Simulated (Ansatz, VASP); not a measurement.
GaSb4 in VASP and in Ansatz

```
Ga Sb
1.0
    -3.69145    3.69145    2.29188
     3.69145   -3.69145    2.29188
     3.69145    3.69145   -2.29188
Ga Sb
1 4
Direct
  0.00000 0.00000 0.00000
  0.60342 0.20474 0.80816
  0.39658 0.79526 0.19184
  0.20474 0.39658 0.60133
  0.79526 0.60342 0.39867
```

Change from the starting cell: species swapped into the VAu4 type (I4/m, No. 87).

Alike in both runs: task single point; functional PBE; k mesh 4 × 4 × 4; occupations gaussian, width 0.1 eV; no spin polarisation.

|  | VASP | Ansatz |
| --- | --- | --- |
| version | VASP 6.6.1 | Ansatz 0.2.0 |
| potentials or method | VASP PAW PBE potentials, release 64 (Ga_d, Sb), cutoff 520 eV | scalar-relativistic, plane waves, PAW |
| valence electrons in the cell | 33 | 73 |

Ansatz gave:

| Property | Result |
| --- | --- |
| gap on the k mesh at the Fermi level (eV) | none |
| pressure (GPa) | 3.7 |
| traceless stress, the component that is largest in VASP (GPa) | -3.30 |
| rms of the force components (eV/Å) | 0.021 |

Task: What did VASP give for the same quantities?

Result: gap on the k mesh at the Fermi level (eV): none; pressure (GPa): 3.6; traceless stress, the component that is largest in VASP (GPa): -3.30; rms of the force components (eV/Å): 0.019.

Atom by atom the forces differ by 0.003 eV/Å (rms over components). A gap of «none» marks a metal or a gap that the smearing closes. VASP's potentials hold 33 valence electrons a cell and Ansatz's 73, so a difference there can come from the potentials and not from the codes.

The k mesh is coarse, so the values compare programs but aren't converged. Spin-orbit coupling is off throughout.
